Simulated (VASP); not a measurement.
Wanted: the native input for a VASP 6.6.1 run.

| Quantity | Value |
| --- | --- |
| Task | single point |
| Functional | PBEsol |
| Potentials or basis | VASP PAW PBE potentials, release 64 (Ge_d) |
| Cutoff | 500 eV |
| k mesh | 4 × 4 × 4 |
| Occupations | gaussian, width 0.01 eV |
| Spin | no spin polarisation |
| Dipole correction | no |
| Further INCAR settings | ALGO = Normal; EDIFF = 1e-06; NBANDS = 21 |

The structure of Ge lies in POSCAR:

```
Ge
1.0
    0.0000000000      2.8094867369      2.8094867369
    2.8094867369      0.0000000000      2.8094867369
    2.8094867369      2.8094867369      0.0000000000
Ge
2
Direct
    0.0000000000      0.0000000000      0.0000000000
    0.2500000000      0.2500000000      0.2500000000
```

These files were run (other wordings do the same):

INCAR

```
ALGO     = Normal         # electronic algorithm
EDIFF    = 1E-6           # SCF threshold, eV
ENCUT    = 500            # plane-wave cutoff, eV
GGA      = PS             # functional
GGA_COMPAT= F            
ISIF     = 2              # what is computed and relaxed
ISMEAR   = 0              # smearing method
LASPH    = T              # aspherical terms in the spheres
LCHARG   = F              # write CHGCAR
LREAL    = F              # projectors in reciprocal space
LWAVE    = F              # write WAVECAR
NBANDS   = 21             # bands
NELM     = 120            # most SCF steps
PREC     = Accurate       # precision mode
SIGMA    = 0.01           # smearing width, eV
```

KPOINTS

```
k-points
0
Gamma
  4 4 4
```

Potentials or basis: VASP PAW PBE potentials, release 64 (Ge_d).

Command:

```bash
$ cat potpaw_PBE.64/Ge_d/POTCAR > POTCAR
$ mpirun -np 1 vasp_std > vasp.out
```

It gave:

```yaml
Pressure: 2.0 GPa
Band_gap_on_the_k_mesh: 0.18 eV, indirect (least direct gap 0.18 eV)
```

Caveat: the k points lie up to 0.48 Å⁻¹ apart; the PAW data sets were made with another functional, which shifts forces and pressure a little.

Run time: 22 s on 1 thread of Intel Xeon 8259CL, on a shared host, peak memory 0.16 GiB.
